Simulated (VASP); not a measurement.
Input of a VASP 6.6.1 run:

INCAR

```
PREC     = Accurate       # precision mode
ENCUT    = 600            # plane-wave cutoff, eV
EDIFF    = 1E-6           # SCF threshold, eV
ISMEAR   = 0              # smearing method
SIGMA    = 0.01           # smearing width, eV
LREAL    = F              # projectors in reciprocal space
LASPH    = T              # aspherical terms in the spheres
NELM     = 120            # most SCF steps
ALGO     = Normal         # electronic algorithm
ISIF     = 2              # what is computed and relaxed
LWAVE    = F              # write WAVECAR
LCHARG   = F              # write CHGCAR
GGA      = PE             # functional
NBANDS   = 15             # bands
GGA_COMPAT= F
```

Contents of KPOINTS:

```
regular mesh
0
Gamma
  4 4 4
```

Contents of POSCAR:

```
SiO2
1.0
    0.0000000000      2.2384325000      2.2384325000
    2.2384325000      0.0000000000      2.2384325000
    2.2384325000      2.2384325000      0.0000000000
Si O
1 2
Direct
    0.0000000000      0.0000000000      0.0000000000
    0.2500000000      0.2500000000      0.2500000000
    0.7500000000      0.7500000000      0.7500000000
```

Potentials or basis: VASP PAW PBE potentials, release 64 (Si, O).

Launch:

```sh
$ cat potpaw_PBE.64/Si/POTCAR potpaw_PBE.64/O/POTCAR > POTCAR
$ mpirun -np 1 vasp_std > vasp.out
```

Task: What does it give for the band gap on the k mesh?

Result: 2.09 eV, direct.

Task: Estimate the pressure.

Result: 21.2 GPa.

Caveat: the k points lie up to 0.61 Å⁻¹ apart. A hybrid or GW would open this gap; PBE tends to underestimate it.
